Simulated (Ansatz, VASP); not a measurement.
One calculation of InGa3P4, two programs

Contents of POSCAR:

```
InGa3P4
1.0
    3.9325968386      0.0000000000      0.0000000000
    0.0000000000      3.9388578913      5.5760865123
    0.0000000000     -3.9388578913      5.5760865123
Ga In P
3 1 4
Direct
    0.0000000000     -0.0003388212     -0.0003388212
    0.5000000000     -0.0000911062      0.5003205666
    0.5000000000      0.5003205666     -0.0000911062
    0.0000000000      0.4993371682      0.4993371682
    0.5000000000      0.1250709928      0.1250709928
    0.0000000000      0.1096614009      0.6300475673
    0.0000000000      0.6300475673      0.1096614009
    0.5000000000      0.6359922316      0.6359922316
```

File INCAR.step1:

```
SYSTEM = InGa3P4
PREC     = Accurate       ! precision mode
ENCUT    = 520            ! plane-wave cutoff, eV
ISMEAR   = 0              ! smearing method
SIGMA    = 0.01           ! smearing width, eV
LREAL    = .FALSE.        ! projectors in reciprocal space
LASPH    = .TRUE.         ! aspherical terms in the spheres
NELM     = 80             ! most SCF steps
NBANDS   = 46             ! bands
GGA      = PE             ! functional
ALGO     = Normal         ! electronic algorithm
EDIFF    = 1E-4           ! SCF threshold, eV
LWAVE    = .TRUE.         ! write WAVECAR
LCHARG   = .FALSE.        ! write CHGCAR
```

Contents of INCAR.step2:

```
SYSTEM = InGa3P4
PREC     = Accurate       ! precision mode
ENCUT    = 520            ! plane-wave cutoff, eV
EDIFF    = 1E-6           ! SCF threshold, eV
ISMEAR   = 0              ! smearing method
SIGMA    = 0.01           ! smearing width, eV
LREAL    = .FALSE.        ! projectors in reciprocal space
LASPH    = .TRUE.         ! aspherical terms in the spheres
NELM     = 80             ! most SCF steps
ALGO     = Normal         ! electronic algorithm
ISIF     = 2              ! what is computed and relaxed
LWAVE    = .FALSE.        ! write WAVECAR
LCHARG   = .FALSE.        ! write CHGCAR
METAGGA  = R2SCAN         ! meta-GGA
LMIXTAU  = .TRUE.       
NBANDS   = 46             ! bands
ISTART   = 1
```

KPOINTS

```
Automatic mesh
0
G
  6 4 4
  0 0 0
```

Input for Ansatz:

```yaml
crystal:
  lattice:
    - [3.9325968386, 0.0, 0.0]
    - [0.0, 3.9388578913, 5.5760865123]
    - [0.0, -3.9388578913, 5.5760865123]
  atoms:
    - { symbol: Ga, position: [0.0, -0.0003388212, -0.0003388212] }
    - { symbol: Ga, position: [0.5, -9.11062e-05, 0.5003205666] }
    - { symbol: Ga, position: [0.5, 0.5003205666, -9.11062e-05] }
    - { symbol: In, position: [0.0, 0.4993371682, 0.4993371682] }
    - { symbol: P, position: [0.5, 0.1250709928, 0.1250709928] }
    - { symbol: P, position: [0.0, 0.1096614009, 0.6300475673] }
    - { symbol: P, position: [0.0, 0.6300475673, 0.1096614009] }
    - { symbol: P, position: [0.5, 0.6359922316, 0.6359922316] }
kpoints:
  mp_grid: { grid: [6, 4, 4] }
  band_path:
    path:
      - [0.0, 0.0, 0.0]
      - [0.0, 0.5, 0.5]
      - [0.0, 0.6252554367, 0.3747445633]
      - [0.0, 0.3747445633, -0.3747445633]
      - [0.5, 0.0, 0.0]
      - [0.5, 0.3747445633, -0.3747445633]
      - [0.5, 0.6252554367, 0.3747445633]
      - [0.5, 0.5, 0.5]
      - [0.0, 0.5, 0.0]
    npoints: 1
hamiltonian:
  xc: r2scan
scf:
  occupations: { method: fixed }
  n_extra_bands: 6
output:
  forces: true
  stress: true
  eigenvalues: true
  write_density: true
  write_potential: true
  elf: true
  volumetric_format: npy
```

Alike in both runs: task single point; functional r2SCAN; k mesh 6 × 4 × 4; no spin polarisation.

|  | VASP | Ansatz |
| --- | --- | --- |
| version | VASP 6.6.1 | Ansatz 0.2.0 |
| potentials or method | VASP PAW PBE potentials, release 64 (Ga_d, In_d, P) | plane waves, PAW |
| plane-wave cutoff (eV) | 520 | 500 |
| occupations | gaussian, width 0.01 eV | fixed |
| valence electrons in the cell | 72 | 72 |

```csv
,VASP,Ansatz,Ansatz less VASP
gap on the k mesh at the Fermi level (eV),1.47,1.48,+0.014
pressure (GPa),-0.1,0.0,+0.11
rms of the force components (eV/Å),0.004,0.001,-0.0038
```

VASP's potentials were made for PBE, not for r2SCAN. Atom by atom the forces differ by 0.004 eV/Å (rms over components).
